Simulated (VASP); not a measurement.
Here is a VASP 6.6.1 calculation.

Contents of INCAR:

```
SYSTEM = Nb
ALGO = Normal
EDIFF = 1E-6
ENCUT = 500
GGA = PE
GGA_COMPAT = .False.
ISIF = 2
ISMEAR = -1
KPAR = 4
LASPH = .True.
LCHARG = .False.
LMAXMIX = 4
LNONCOLLINEAR = .True.
LORBIT = 11
LORBMOM = .True.
LREAL = .False.
LSORBIT = .True.
LWAVE = .False.
MAGMOM = 0 0 0 0 0 0
NBANDS = 38
NELM = 200
PREC = Accurate
SIGMA = 0.1
```

File KPOINTS:

```
k-points
0
Gamma
  13 13 7
  0 0 0
```

File POSCAR:

```
Nb
1.0
   -1.9147282163      1.9149474417      1.3809154173
    1.9149474417     -1.9147282163      1.3809154173
    3.4945033759      3.4945033759     -1.3805139055
Nb
2
Direct
    0.0000880706      0.9999119294      1.0000000000
    0.7499119294      0.2500880706      0.5000000000
```

Potentials or basis: VASP PAW PBE potentials, release 64 (Nb_sv).

Run with:

```bash
$ cat potpaw_PBE.64/Nb_sv/POTCAR > POTCAR
$ mpirun -np 4 vasp_ncl > vasp.out
```

Predict the net moment.

0.00 μB per cell.

Predict the pressure.

-0.3 GPa.

Estimate the largest force.

0.012 eV/Å.

Moments on the atoms (μB; x, y, z):
```
Nb  0.00 0.00 0.00
Nb  0.00 0.00 0.00
```
